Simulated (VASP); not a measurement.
# InSe (P3m1) in VASP: single point with PBEsol

Aim: the single point of InSe with PBEsol.

Program: VASP 6.6.1. These are calculated values, not measurements. Logs are shortened: lines on timing, memory, paths and dates and some standing lists are left out, and cuts for length are marked.

### Step 1. The cell of the first run

The structure is trigonal, space group P3m1 (No. 156). Conventional cell: a = 4.000 Å, b = 4.000 Å, c = 24.800 Å, α = 90.00°, β = 90.00°, γ = 120.00°. Within 3.5 Å of In (site symmetry 3m) lie 3 Se at 2.64 Å and 1 In at 2.80 Å. Within 3.5 Å of In (site symmetry 3m) lie 3 Se at 2.64 Å and 1 In at 2.80 Å. Within 3.5 Å of In (site symmetry 3m) lie 3 Se at 2.64 Å and 1 In at 2.80 Å. In (site symmetry 3m) has 3 Se at 2.64 Å and 1 In at 2.80 Å within 3.5 Å. In (site symmetry 3m) has 3 Se at 2.64 Å and 1 In at 2.80 Å within 3.5 Å. In (site symmetry 3m) has 3 Se at 2.64 Å and 1 In at 2.80 Å within 3.5 Å. Within 3.5 Å of Se (site symmetry 3m) lie 3 In at 2.64 Å. Se (site symmetry 3m) has 3 In at 2.64 Å within 3.5 Å.

### Step 2. Single point, PBEsol (the distance across one plane changed)

File INCAR:

```
SYSTEM = InSe
PREC = Accurate
ENCUT = 500
EDIFF = 1E-6
ISMEAR = 0
SIGMA = 0.03
LREAL = .False.
LASPH = .True.
NELM = 120
ALGO = Normal
ISIF = 2
LWAVE = .False.
LCHARG = .False.
GGA = PS
NBANDS = 69
GGA_COMPAT = .False.
```

File KPOINTS:

```
regular mesh
0
Gamma
  10 10 2
  0 0 0
```

File POSCAR:

```
InSe
1.0
   -1.9999996503     -3.4641010095      0.0000000000
    1.9999996503     -3.4641010095      0.0000000000
    0.0000000000      0.0000000000     24.8000100000
In Se
6 6
Direct
    0.0000000000      0.0000000000      0.7819511070
    0.3333333333      0.3333333333      0.1112521839
    0.6666666667      0.6666666667      0.4466016454
    1.0000000000      1.0000000000      0.8948297357
    0.3333333333      0.3333333333      0.2241308126
    0.6666666667      0.6666666667      0.5594802742
    1.0000000000      1.0000000000      0.3951255031
    0.3333333333      0.3333333333      0.7304749646
    0.6666666667      0.6666666667      0.0597760415
    1.0000000000      1.0000000000      0.6109228816
    0.3333333333      0.3333333333      0.9462723431
    0.6666666667      0.6666666667      0.2755734200
```

Potentials or basis: VASP PAW PBE potentials, release 64 (In_d, Se).

Run with:

```console
cat potpaw_PBE.64/In_d/POTCAR potpaw_PBE.64/Se/POTCAR > POTCAR
mpirun -np 1 vasp_std > vasp.out
```

OUTCAR:

```text
SYSTEM = InSe
   PREC = Accurate
   ENCUT = 500
   EDIFF = 1E-6
   ISMEAR = 0
   LREAL = .False.
   LASPH = .True.
   NELM = 120
   ISIF = 2
   GGA = PS

 ion  position               nearest neighbor table
   1  0.000  0.000  0.782-   8 2.64   8 2.64   8 2.64   4 2.80
   2  0.333  0.333  0.111-   9 2.64   9 2.64   9 2.64   5 2.80
   3  0.667  0.667  0.447-   7 2.64   7 2.64   7 2.64   6 2.80
   4  0.000  0.000  0.895-  11 2.64  11 2.64  11 2.64   1 2.80
   5  0.333  0.333  0.224-  12 2.64  12 2.64  12 2.64   2 2.80
   6  0.667  0.667  0.559-  10 2.64  10 2.64  10 2.64   3 2.80
   7  0.000  0.000  0.395-   3 2.64   3 2.64   3 2.64
   8  0.333  0.333  0.730-   1 2.64   1 2.64   1 2.64
   9  0.667  0.667  0.060-   2 2.64   2 2.64   2 2.64
  10  0.000  0.000  0.611-   6 2.64   6 2.64   6 2.64
  11  0.333  0.333  0.946-   4 2.64   4 2.64   4 2.64
  12  0.667  0.667  0.276-   5 2.64   5 2.64   5 2.64

  LATTYP: Found a hexagonal cell.
 ALAT       =     3.9999993007
 C/A-ratio  =     6.2000035840

  Lattice vectors:

 A1 = (  -1.9999996503,   3.4641010095,   0.0000000000)
 A2 = (  -1.9999996503,  -3.4641010095,   0.0000000000)
 A3 = (   0.0000000000,   0.0000000000,  24.8000100000)

Analysis of symmetry for initial positions (statically):
=====================================================================
 Subroutine PRICEL returns:
 Original cell was already a primitive cell.

 Routine SETGRP: Setting up the symmetry group for a
 hexagonal supercell.

 Subroutine GETGRP returns: Found  6 space group operations
 (whereof  6 operations were pure point group operations)
 out of a pool of 24 trial point group operations.

The static configuration has the point symmetry C_3v.

Analysis of symmetry for dynamics (positions and initial velocities):
=====================================================================
 Subroutine PRICEL returns:
 Original cell was already a primitive cell.

 Routine SETGRP: Setting up the symmetry group for a
 hexagonal supercell.

 Subroutine GETGRP returns: Found  6 space group operations
 (whereof  6 operations were pure point group operations)
 out of a pool of 24 trial point group operations.

The dynamic configuration has the point symmetry C_3v.

 Subroutine INISYM returns: Found  6 space group operations
 (whereof  6 operations are pure point group operations),
[... 125 lines left out ...]
   TEBEG  =    0.0;   TEEND  =   0.0 temperature during run
   PSTRESS=    0.0 pullay stress
   NELECT =     114.0000    total number of electrons
   NUPDOWN=      -1.0000    fix difference up-down
   EMIN   =  10.00;   EMAX   =-10.00  energy-range for DOS
   EFERMI =   0.00;   METHOD = LEGACY
   ISMEAR =     0;   SIGMA  =   0.03  broadening in eV -4-tet -1-fermi 0-gaus
   EFERMI_NEDOS =   21; number of points for ismear=-14 and -15
   IALGO  =     38    algorithm
   IMIX   =      4    mixing-type and parameters
     AMIX     =   0.40;   BMIX     =  1.00
     AMIX_MAG =   1.60;   BMIX_MAG =  1.00
  volume/ion in A,a.u.               =      28.64       193.25
  Fermi-wavevector in a.u.,A,eV,Ry     =   1.133293  2.141614 17.474695  1.284354
  Thomas-Fermi vector in A             =   2.269996
   LORBIT       =      0    0 simple, 1 ext, 2 COOP (PROOUT), +10 PAW based schemes
   GGA     = PS    functional components
   LHFCALC =     F    Hartree Fock is set to
   AEXX    =    0.0000 exact exchange contribution
   IVDW    =     0    specifies the selected vdW correction
   LEPSILON=     F    determine dielectric tensor
   LRPA    =     F    only Hartree local field effects (RPA)
 non-spin polarized calculation
 Gauss-broadening in eV      SIGMA  =   0.03
  energy-cutoff  :      500.00
  volume of cell :      343.64
 maximum number of plane-waves:      8802
 NGX is ok and might be reduce to    30
   NGX = 15   NGY = 15   NGZ = 91

 number of electron     113.9999976 magnetization

 Free energy of the ion-electron system (eV)
  ---------------------------------------------------
  ext. energy  EPLUGINS =         0.00000000
  ---------------------------------------------------
  free energy    TOTEN  =       -46.77166006 eV

  energy without entropy =      -46.77166006  energy(sigma->0) =      -46.77166006

 E-fermi :   4.3634     XC(G=0):  -9.2143

 val. band max:        4.2315916312   @ k =   0.0000   0.0000   0.5000
 cond. band min:       4.4887184304   @ k =   0.0000   0.0000   0.5000
 fundamental gap:      0.2571267992
 Fermi energy:         4.3634139046

 k-point     1 :       0.0000    0.0000    0.0000
  band No.  band energies     occupation
      1     -10.5715      2.00000
      2     -10.5681      2.00000
      3     -10.5669      2.00000
      4     -10.3864      2.00000
      5     -10.3864      2.00000
      6     -10.3830      2.00000
[... 1717 lines left out ...]
     68       8.1201      0.00000
     69       8.3146      0.00000

 [... further k-points ...]

------------------------ aborting loop because EDIFF is reached ----------------------------------------

  FORCE on cell =-STRESS in cart. coord.  units (eV):
  Direction    XX          YY          ZZ          XY          YZ          ZX
  --------------------------------------------------------------------------------------
  -------------------------------------------------------------------------------------
  Total        1.1954432      1.1954432      0.1007995      0.0000000      0.0000000      0.0000000
  in kB        5.5736180      5.5736180      0.4699662      0.0000000      0.0000000      0.0000000
  external PRESSURE =       3.8724007 kB  Pullay stress =       0.0000000 kB

 VOLUME and BASIS-vectors are now :
 -----------------------------------------------------------------------------
  energy-cutoff  :      500.00
  volume of cell :      343.64
      direct lattice vectors                 reciprocal lattice vectors
    -1.999999650 -3.464101010  0.000000000    -0.250000044 -0.144337593  0.000000000
     1.999999650 -3.464101010  0.000000000     0.250000044 -0.144337593  0.000000000
     0.000000000  0.000000000 24.800010000     0.000000000  0.000000000  0.040322564

 POSITION                                       TOTAL-FORCE (eV/Angst)
 -----------------------------------------------------------------------------------
      0.00000      0.00000     19.39240         0.000000     -0.000000      0.175262
      0.00000     -2.30940      2.75906         0.000000     -0.000000      0.192845
      0.00000     -4.61880     11.07573        -0.000000      0.000000      0.175975
      0.00000      0.00000     22.19179        -0.000000      0.000000     -0.189556
      0.00000     -2.30940      5.55845        -0.000000     -0.000000     -0.172869
      0.00000     -4.61880     13.87512        -0.000000      0.000000     -0.175379
      0.00000      0.00000      9.79912         0.000000     -0.000000     -0.029678
      0.00000     -2.30940     18.11579         0.000000      0.000000     -0.029403
      0.00000     -4.61880      1.48245         0.000000      0.000000      0.012539
      0.00000      0.00000     15.15089         0.000000     -0.000000      0.029124
      0.00000     -2.30940     23.46756         0.000000     -0.000000     -0.017673
      0.00000     -4.61880      6.83422         0.000000     -0.000000      0.028812
 -----------------------------------------------------------------------------------
    total drift:                               -0.000000      0.000000     -0.000802

  FREE ENERGIE OF THE ION-ELECTRON SYSTEM (eV)
  ---------------------------------------------------
  free  energy   TOTEN  =       -46.7716600553 eV

  energy  without entropy=      -46.7716600553  energy(sigma->0) =      -46.77166006
```

OSZICAR:

```text
N       E                     dE             d eps       ncg     rms          rms(c)
DAV:   1     0.123241036441E+04    0.12324E+04   -0.48684E+04  3864   0.181E+03
DAV:   2     0.166854147489E+03   -0.10656E+04   -0.10358E+04  3880   0.490E+02
DAV:   3    -0.311695195148E+02   -0.19802E+03   -0.18929E+03  4559   0.213E+02
DAV:   4    -0.474540942293E+02   -0.16285E+02   -0.16092E+02  4680   0.591E+01
DAV:   5    -0.481139564369E+02   -0.65986E+00   -0.65819E+00  4680   0.117E+01    0.131E+01
DAV:   6    -0.468633341751E+02    0.12506E+01   -0.21795E+00  5249   0.172E+01    0.669E+00
DAV:   7    -0.467825911818E+02    0.80743E-01   -0.13434E+00  5760   0.589E+00    0.196E+00
DAV:   8    -0.467712938194E+02    0.11297E-01   -0.13886E-01  5662   0.305E+00    0.131E+00
DAV:   9    -0.467726920102E+02   -0.13982E-02   -0.29270E-02  5192   0.606E-01    0.300E-01
DAV:  10    -0.467714371754E+02    0.12548E-02   -0.37797E-03  5142   0.654E-01    0.168E-01
DAV:  11    -0.467716393083E+02   -0.20213E-03   -0.14833E-03  4966   0.148E-01    0.351E-02
DAV:  12    -0.467716525808E+02   -0.13272E-04   -0.92099E-05  6216   0.525E-02    0.363E-02
DAV:  13    -0.467716595688E+02   -0.69880E-05   -0.92286E-06  3640   0.171E-02    0.911E-03
DAV:  14    -0.467716600553E+02   -0.48647E-06   -0.17060E-06  3040   0.984E-03
   1 F= -.46771660E+02 E0= -.46771660E+02  d E =-.259186E-11
```

stdout:

```text
POSCAR found type information on POSCAR InSe
 POSCAR found :  2 types and      12 ions
 scaLAPACK will be used
 -----------------------------------------------------------------------------
|                                                                             |
|                                                                             |
|     You enforced a specific xc type in the INCAR file but a different       |
|     I HOPE YOU KNOW WHAT YOU ARE DOING!                                     |
|                                                                             |
 -----------------------------------------------------------------------------

 LDA part: xc-table for (Slater+PW92), standard interpolation
 POSCAR, INCAR and KPOINTS ok, starting setup
 FFT: planning ... GRIDC
 FFT: planning ... GRID_SOFT
 FFT: planning ... GRID
 WAVECAR not read
 entering main loop
```

It took 14 min on 1 thread of Intel Xeon Platinum 8259CL at 2.50GHz (Skylake/Cascade Lake), shared host; peak memory 0.7 GiB.

What came out:

```
Free energy            : -46.7717 eV
Pressure               : 0.4 GPa
Largest force          : 0.193 eV/Å
Band gap on the k mesh : 0.26 eV
```

Forces in eV/Å, atoms in the order of the input:
```
In   0.000  0.000  0.175
In   0.000  0.000  0.193
In   0.000  0.000  0.176
In   0.000  0.000 -0.190
In   0.000  0.000 -0.173
In   0.000  0.000 -0.175
Se   0.000  0.000 -0.030
Se   0.000  0.000 -0.029
Se   0.000  0.000  0.013
Se   0.000  0.000  0.029
Se   0.000  0.000 -0.018
Se   0.000  0.000  0.029
```

Stress tensor (GPa, compression positive):
```
0.56 0.00 0.00
0.00 0.56 0.00
0.00 0.00 0.05
```

Caveat: the cell differs from its parent crystal (the distance across one plane changed); the PAW data sets were made with another functional, which shifts forces and pressure a little; spin-orbit coupling is left out, which moves the levels of the heavy elements; this functional lacks dispersion, which binds layers or chains, so the pressure and a relaxed spacing across them are unreliable. A k mesh can miss the band edges.
